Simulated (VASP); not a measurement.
# TaAs (I4_1md) in VASP: single point with PBE

Aim: the single point of TaAs with PBE.

Everything below comes from runs of VASP 6.6.1. Logs are shortened: lines on timing, memory, paths and dates and some standing lists are left out, and cuts for length are marked.

## 1. The cell of the first run

The structure is tetragonal, space group I4_1md (No. 109). Conventional cell: a = 3.464 Å, b = 3.464 Å, c = 11.733 Å, α = 90.00°, β = 90.00°, γ = 90.00°. Within 3.5 Å of Ta (site symmetry 2mm) lie 6 As at 2.62 to 2.63 Å and 8 Ta at 3.41 to 3.46 Å. As (site symmetry 2mm) has 6 Ta at 2.62 to 2.63 Å and 8 As at 3.41 to 3.46 Å within 3.5 Å.

## 2. Single point, PBE

Input file INCAR:

```
SYSTEM = TaAs
ALGO = Normal ; EDIFF = 1E-6
ENCUT = 520 ; GGA = PE
ISIF = 2 ; ISMEAR = -1
LASPH = .True. ; LCHARG = .True.
LELF = .True. ; LREAL = .False.
LVHAR = .True. ; LWAVE = .False.
NBANDS = 24 ; NELM = 60
PREC = Accurate ; SIGMA = 0.15
```

Input file KPOINTS:

```
k-points
0
Gamma
  18 18 18
  0 0 0
```

Input file POSCAR:

```
TaAs
1.0
   -1.7319819188      1.7319819188      5.8664077409
    1.7319819188     -1.7319819188      5.8664077409
    1.7319819188      1.7319819188     -5.8664077409
Ta As
2 2
Direct
    0.5001821005      1.0001821005      0.5000000000
    0.7501821005      0.7501821005      0.0000000000
    0.0824173195      0.5824173195      0.5000000000
    0.3324173195      0.3324173195      0.0000000000
```

Potentials or basis: VASP PAW PBE potentials, release 64 (Ta_pv, As).

Started as:

```
cat potpaw_PBE.64/Ta_pv/POTCAR potpaw_PBE.64/As/POTCAR > POTCAR
mpirun -np 1 vasp_std > vasp.out
```

OUTCAR:

```text
SYSTEM = TaAs
   EDIFF = 1E-6
   ENCUT = 520
   GGA = PE
   ISIF = 2
   ISMEAR = -1
   LASPH = .True.
   LREAL = .False.
   NELM = 60
   PREC = Accurate

 ion  position               nearest neighbor table
   1  0.500  0.000  0.500-   4 2.62   4 2.62   3 2.63   3 2.63   3 2.63   3 2.63   2 3.41   2 3.41
                             2 3.41   2 3.41
   2  0.750  0.750  0.000-   3 2.62   3 2.62   4 2.63   4 2.63   4 2.63   4 2.63   1 3.41   1 3.41
                             1 3.41   1 3.41
   3  0.082  0.582  0.500-   2 2.62   2 2.62   1 2.63   1 2.63   1 2.63   1 2.63
   4  0.332  0.332  0.000-   1 2.62   1 2.62   2 2.63   2 2.63   2 2.63   2 2.63

  LATTYP: Found a body centered tetragonal cell.
 ALAT       =     3.4639638376
 C/A-ratio  =     3.3871068036

  Lattice vectors:

 A1 = (  -1.7319819188,   1.7319819188,   5.8664077409)
 A2 = (   1.7319819188,  -1.7319819188,   5.8664077409)
 A3 = (   1.7319819188,   1.7319819188,  -5.8664077409)

Analysis of symmetry for initial positions (statically):
=====================================================================
 Subroutine PRICEL returns:
 Original cell was already a primitive cell.

 Routine SETGRP: Setting up the symmetry group for a
 body centered tetragonal supercell.

 Subroutine GETGRP returns: Found  8 space group operations
 (whereof  4 operations were pure point group operations)
 out of a pool of 16 trial point group operations.

The static configuration has the point symmetry C_2v.
 The point group associated with its full space group is C_4v.

Analysis of symmetry for dynamics (positions and initial velocities):
=====================================================================
 Subroutine PRICEL returns:
 Original cell was already a primitive cell.

 Routine SETGRP: Setting up the symmetry group for a
 body centered tetragonal supercell.

 Subroutine GETGRP returns: Found  8 space group operations
 (whereof  4 operations were pure point group operations)
 out of a pool of 16 trial point group operations.

The dynamic configuration has the point symmetry C_2v.
 The point group associated with its full space group is C_4v.

 Subroutine INISYM returns: Found  8 space group operations
 (whereof  4 operations are pure point group operations),
 and found     1 'primitive' translations

----------------------------------------------------------------------------------------

                                     Primitive cell

  volume of cell :      70.3913

  direct lattice vectors                    reciprocal lattice vectors
    -1.731981919  1.731981919  5.866407741     0.000000000  0.288686617  0.085231034
     1.731981919 -1.731981919  5.866407741     0.288686617  0.000000000  0.085231034
     1.731981919  1.731981919 -5.866407741     0.288686617  0.288686617  0.000000000

  length of vectors
     6.357221289  6.357221289  6.357221289     0.301005468  0.301005468  0.408264528

  position of ions in fractional coordinates (direct lattice)
     0.500182100  0.000182100  0.500000000
     0.750182100  0.750182100  0.000000000
     0.082417320  0.582417320  0.500000000
     0.332417320  0.332417320  0.000000000

  ion indices of the primitive-cell ions
   primitive index   ion index
                 1           1
                 2           2
                 3           3
                 4           4

----------------------------------------------------------------------------------------

 KPOINTS: k-points

Automatic generation of k-mesh.
 Grid dimensions read from file:
 generate k-points for:   18   18   18

 Generating k-lattice:

  Cartesian coordinates                     Fractional coordinates (reciprocal lattice)
     0.000000000  0.016038145  0.004735057     0.055555556  0.000000000 -0.000000000
     0.016038145  0.000000000  0.004735057     0.000000000  0.055555556 -0.000000000
     0.016038145  0.016038145  0.000000000     0.000000000  0.000000000  0.055555556

  Length of vectors
     0.016722526  0.016722526  0.022681363

  Shift w.r.t. Gamma in fractional coordinates (k-lattice)
     0.000000000  0.000000000  0.000000000

 Subroutine IBZKPT returns following result:
 ===========================================

 Found    480 irreducible k-points:

 Following reciprocal coordinates:
            Coordinates               Weight
  0.000000  0.000000  0.000000      1.000000
  0.055556  0.000000 -0.000000      8.000000
  0.111111  0.000000 -0.000000      8.000000
  0.166667  0.000000 -0.000000      8.000000
  0.222222  0.000000 -0.000000      8.000000
  0.277778  0.000000  0.000000      8.000000
[... 16 lines left out ...]
 -0.277778  0.055556 -0.000000     16.000000
 -0.222222  0.055556  0.000000     16.000000
 [... further k-points ...]
   k-points           NKPTS =    480   k-points in BZ     NKDIM =    480   number of bands    NBANDS=     24
   number of dos      NEDOS =    301   number of ions     NIONS =      4
   total plane-waves  NPLWV = 110592
   dimension x,y,z NGX =    48 NGY =   48 NGZ =   48
   dimension x,y,z NGXF=    96 NGYF=   96 NGZF=   96
   ions per type =               2   2
   NGX,Y,Z   is equivalent  to a cutoff of  12.55, 12.55, 12.55 a.u.
   NGXF,Y,Z  is equivalent  to a cutoff of  25.10, 25.10, 25.10 a.u.
 SYSTEM =  TaAs
   PREC   = accura    normal or accurate (medium, high low for compatibility)
   ISTART =      0    job   : 0-new  1-cont  2-samecut
   ICHARG =      2    charge: 1-file 2-atom 10-const
   ISPIN  =      1    spin polarized calculation?
   LNONCOLLINEAR =      F non collinear calculations
   LSORBIT =      F    spin-orbit coupling
   LASPH  =      T    aspherical Exc in radial PAW
   ENCUT  =  520.0 eV  38.22 Ry    6.18 a.u.  11.82 11.82 11.82*2*pi/ulx,y,z
   NELM   =     60;   NELMIN=  2; NELMDL= -5     # of ELM steps
   EDIFF  = 0.1E-05   stopping-criterion for ELM
   LREAL  =      F    real-space projection
   EDIFFG = 0.1E-04   stopping-criterion for IOM
   NSW    =      0    number of steps for IOM
   IBRION =     -1    ionic relax: 0-MD 1-quasi-New 2-CG
   NFREE  =      0    steps in history (QN), initial steepest desc. (CG)
   ISIF   =      2    stress and relaxation
   ISYM   =      2    0-nonsym 1-usesym 2-fastsym
   POTIM  = 0.5000    time-step for ionic-motion
   TEBEG  =    0.0;   TEEND  =   0.0 temperature during run
   PSTRESS=    0.0 pullay stress
   NELECT =      32.0000    total number of electrons
   NUPDOWN=      -1.0000    fix difference up-down
   EMIN   =  10.00;   EMAX   =-10.00  energy-range for DOS
   EFERMI =   0.00;   METHOD = LEGACY
   ISMEAR =    -1;   SIGMA  =   0.15  broadening in eV -4-tet -1-fermi 0-gaus
   EFERMI_NEDOS =   21; number of points for ismear=-14 and -15
   IALGO  =     38    algorithm
   IMIX   =      4    mixing-type and parameters
     AMIX     =   0.40;   BMIX     =  1.00
     AMIX_MAG =   1.60;   BMIX_MAG =  1.00
  volume/ion in A,a.u.               =      17.60       118.76
  Fermi-wavevector in a.u.,A,eV,Ry     =   1.258786  2.378760 21.558999  1.584542
  Thomas-Fermi vector in A             =   2.392378
   LORBIT       =      0    0 simple, 1 ext, 2 COOP (PROOUT), +10 PAW based schemes
   GGA     = PE    functional components
   LHFCALC =     F    Hartree Fock is set to
   AEXX    =    0.0000 exact exchange contribution
   IVDW    =     0    specifies the selected vdW correction
   LEPSILON=     F    determine dielectric tensor
   LRPA    =     F    only Hartree local field effects (RPA)
 non-spin polarized calculation
  energy-cutoff  :      520.00
  volume of cell :       70.39
 maximum number of plane-waves:      1930
   NGX = 23   NGY = 23   NGZ = 23

 number of electron      32.0000002 magnetization

 Free energy of the ion-electron system (eV)
  ---------------------------------------------------
  ext. energy  EPLUGINS =         0.00000000
  ---------------------------------------------------
  free energy    TOTEN  =       -35.13943396 eV

  energy without entropy =      -35.07804690  energy(sigma->0) =      -35.10874043

 E-fermi :   6.8197     XC(G=0): -11.8535

 val. band max:        6.8170834365   @ k =  -0.1111   0.4444   0.1111
 cond. band min:       6.8386272238   @ k =  -0.2222   0.5000   0.2222
 fundamental gap:      0.0215437873
 Fermi energy:         6.8196817104

 k-point     1 :       0.0000    0.0000    0.0000
  band No.  band energies     occupation
      1     -28.1308      2.00000
      2     -28.0999      2.00000
      3     -28.0999      2.00000
      4     -27.9554      2.00000
      5     -27.9554      2.00000
      6     -27.9012      2.00000
[... 16 lines left out ...]
     23      10.8911      0.00000
     24      10.8921      0.00000

 k-point     2 :       0.0556    0.0000   -0.0000
  band No.  band energies     occupation
      1     -28.1299      2.00000
      2     -28.1037      2.00000
      3     -28.0995      2.00000
      4     -27.9598      2.00000
      5     -27.9549      2.00000
      6     -27.9016      2.00000
[... 16 lines left out ...]
     23      10.5443      0.00000
     24      11.0404      0.00000

 k-point     3 :       0.1111    0.0000   -0.0000
  band No.  band energies     occupation
      1     -28.1307      2.00000
      2     -28.1112      2.00000
      3     -28.0983      2.00000
      4     -27.9723      2.00000
      5     -27.9534      2.00000
      6     -27.9032      2.00000
[... 16 lines left out ...]
     23      10.6663      0.00000
     24      11.4343      0.00000

 k-point     4 :       0.1667    0.0000   -0.0000
  band No.  band energies     occupation
      1     -28.1453      2.00000
      2     -28.1091      2.00000
      3     -28.0964      2.00000
      4     -27.9907      2.00000
      5     -27.9512      2.00000
      6     -27.9063      2.00000
[... 16 lines left out ...]
     23      10.9571      0.00000
     24      11.9630      0.00000

 k-point     5 :       0.2222    0.0000   -0.0000
  band No.  band energies     occupation
      1     -28.1691      2.00000
      2     -28.1005      2.00000
      3     -28.0942      2.00000
      4     -28.0122      2.00000
      5     -27.9484      2.00000
      6     -27.9110      2.00000
[... 16 lines left out ...]
     23      11.2189      0.00000
     24      12.5123      0.00000

 k-point     6 :       0.2778    0.0000    0.0000
  band No.  band energies     occupation
      1     -28.1954      2.00000
      2     -28.0917      2.00000
      3     -28.0914      2.00000
      4     -28.0328      2.00000
      5     -27.9455      2.00000
      6     -27.9172      2.00000
[... 16 lines left out ...]
     23      11.3345      0.00000
     24      12.9448      0.00000
[... 379 lines left out ...]
 k-point    21 :      -0.3889    0.0556    0.0000
  band No.  band energies     occupation
      1     -28.2396      2.00000
      2     -28.0961      2.00000
      3     -28.0894      2.00000
      4     -28.0467      2.00000
      5     -27.9455      2.00000
      6     -27.9278      2.00000
[... 16 lines left out ...]
     23      11.3713      0.00000
     24      13.0796      0.00000

 k-point    22 :      -0.3333    0.0556    0.0000
  band No.  band energies     occupation
      1     -28.2194      2.00000
      2     -28.0961      2.00000
      3     -28.0857      2.00000
      4     -28.0467      2.00000
      5     -27.9474      2.00000
      6     -27.9208      2.00000
[... 16 lines left out ...]
     23      11.4654      0.00000
     24      12.9504      0.00000

 k-point    23 :      -0.2778    0.0556   -0.0000
  band No.  band energies     occupation
      1     -28.1947      2.00000
      2     -28.0993      2.00000
      3     -28.0892      2.00000
      4     -28.0330      2.00000
      5     -27.9500      2.00000
      6     -27.9140      2.00000
[... 16 lines left out ...]
     23      11.5585      0.00000
     24      12.6334      0.00000

 k-point    24 :      -0.2222    0.0556    0.0000
  band No.  band energies     occupation
      1     -28.1685      2.00000
      2     -28.1049      2.00000
      3     -28.0951      2.00000
      4     -28.0121      2.00000
      5     -27.9529      2.00000
      6     -27.9083      2.00000
[... 16 lines left out ...]
     23      11.4492      0.00000
     24      12.1699      0.00000

 [... further k-points ...]

------------------------ aborting loop because EDIFF is reached ----------------------------------------

  FORCE on cell =-STRESS in cart. coord.  units (eV):
  Direction    XX          YY          ZZ          XY          YZ          ZX
  --------------------------------------------------------------------------------------
  -------------------------------------------------------------------------------------
  Total        0.2066521      0.2066521      0.1624505      0.0000000      0.0000000      0.0000000
  in kB        4.7036125      4.7036125      3.6975392      0.0000000      0.0000000      0.0000000
  external PRESSURE =       4.3682547 kB  Pullay stress =       0.0000000 kB

 VOLUME and BASIS-vectors are now :
 -----------------------------------------------------------------------------
  energy-cutoff  :      520.00
  volume of cell :       70.39
      direct lattice vectors                 reciprocal lattice vectors
    -1.731981919  1.731981919  5.866407741     0.000000000  0.288686617  0.085231034
     1.731981919 -1.731981919  5.866407741     0.288686617  0.000000000  0.085231034
     1.731981919  1.731981919 -5.866407741     0.288686617  0.288686617  0.000000000

 POSITION                                       TOTAL-FORCE (eV/Angst)
 -----------------------------------------------------------------------------------
      0.00000      1.73198      0.00214         0.000000     -0.000000      0.001631
      0.00000      0.00000      8.80175        -0.000000      0.000000      0.001631
      1.73198     -0.00000      0.96699        -0.000000      0.000000     -0.001631
      0.00000      0.00000      3.90019         0.000000     -0.000000     -0.001631
 -----------------------------------------------------------------------------------
    total drift:                                0.000000      0.000000     -0.000048

  FREE ENERGIE OF THE ION-ELECTRON SYSTEM (eV)
  ---------------------------------------------------
  free  energy   TOTEN  =       -35.1394339558 eV

  energy  without entropy=      -35.0780469014  energy(sigma->0) =      -35.10874043
```

Wall time 25 min (1 thread of Intel Xeon Platinum 8488C (Sapphire Rapids), shared host); peak memory 0.88 GiB.

What came out:

| Item | Value |
| --- | --- |
| Free energy | -35.1394 eV |
| Pressure | 0.4 GPa |
| Band gap on the k mesh | zero (bands 16 and 17 overlap by 0.02 eV) |

Levels at points of the mesh, in eV from the Fermi level:
```tsv
k point	band 13	band 14	band 15	band 16	band 17	band 18	band 19	band 20
(0.00, 0.00, 0.00)	-2.26	-1.85	-1.59	-1.59	0.92	1.59	2.37	3.07
(0.50, 0.00, 0.00)	-2.38	-2.24	-1.49	-0.20	0.17	1.41	2.27	2.45
(0.50, 0.50, 0.00)	-3.11	-3.11	-1.08	-1.08	2.78	2.78	3.06	3.06
(0.50, 0.50, 0.50)	-2.70	-2.70	-0.91	-0.91	1.23	1.23	2.32	2.32
```

Caveat: spin-orbit coupling is left out, which moves the levels of the heavy elements.

The gap in the log of VASP goes by the Fermi energy; the results here count the filled bands.